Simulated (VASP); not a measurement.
Set up this calculation in VASP 6.6.1, as the native input.

* Task: relaxation of cell and atoms
* Functional: PBE
* Potentials or basis: VASP PAW PBE potentials, release 64 (Fe, Ge_d)
* Cutoff: 600 eV
* k mesh: 10 × 10 × 6
* Occupations: fermi-dirac, width 0.05 eV
* Spin: collinear spin, ferromagnetic start
* Starting moments: [2.5, 2.5, 0.0, 0.0] μB
* Target pressure: -1.9 GPa
* Dipole correction: no
* Further INCAR settings: ALGO = Normal; EDIFF = 1e-07; IBRION = 2; EDIFFG = -0.005; NSW = 60; ISIF = 3

The structure of FeGe (NiAs type) lies in POSCAR:

```
FeGe
1.0
    3.5854394532      0.0000000000      0.0000000000
   -1.7927197266      3.1050816502      0.0000000000
    0.0000000000      0.0000000000      5.5574311525
Fe Ge
2 2
Direct
    0.0000000000      0.0000000000      0.0000000000
    0.0000000000      0.0000000000      0.5000000000
    0.3333333333      0.6666666667      0.2500000000
    0.6666666667      0.3333333333      0.7500000000
```

One way to write it, as run:

INCAR

```
PREC = Accurate ; ENCUT = 600
EDIFF = 1E-7 ; ISMEAR = -1
SIGMA = 0.05 ; LREAL = False
LASPH = True ; NELM = 150
ALGO = Normal ; ISIF = 3
LWAVE = False ; LCHARG = False
ISPIN = 2 ; MAGMOM = 2.5 2.5 0 0
LORBIT = 11 ; LMAXMIX = 4
GGA = PE ; IBRION = 2
NSW = 60 ; EDIFFG = -0.005
PSTRESS = -19.0
```

KPOINTS

```
regular mesh
0
Gamma
  10 10 6
```

Potentials or basis: VASP PAW PBE potentials, release 64 (Fe, Ge_d).

The run is started by

```bash
$ cat potpaw_PBE.64/Fe/POTCAR potpaw_PBE.64/Ge_d/POTCAR > POTCAR
$ mpirun -np 1 vasp_std > vasp.out
```

Results of the run:

The relaxed volume is 14.73 Å³/atom, the relaxed cell is a = 3.671 Å, b = 3.671 Å, c = 5.050 Å, α = 90.00°, β = 90.00°, γ = 120.00° and the space group after relaxing (to 0.1 Å) is P6_3/mmc (No. 194). The energy change on relaxing (the run minimises the enthalpy) is -40.5 meV/atom, the ionic steps are 14 and the pressure after relaxing is -1.9 GPa. The net moment is 3.03 μB per cell and the site moments are Fe +1.64; Ge -0.10 μB. The valence electrons inside the program's atomic spheres are Fe 7.29; Ge 12.41.

Caveat: the cell is relaxed towards a set pressure, so the run minimises the enthalpy, not the energy.

It took 50 min on 1 thread of Oxide Virtual Turin-like Processor, with other jobs on the host, peak memory 0.33 GiB.
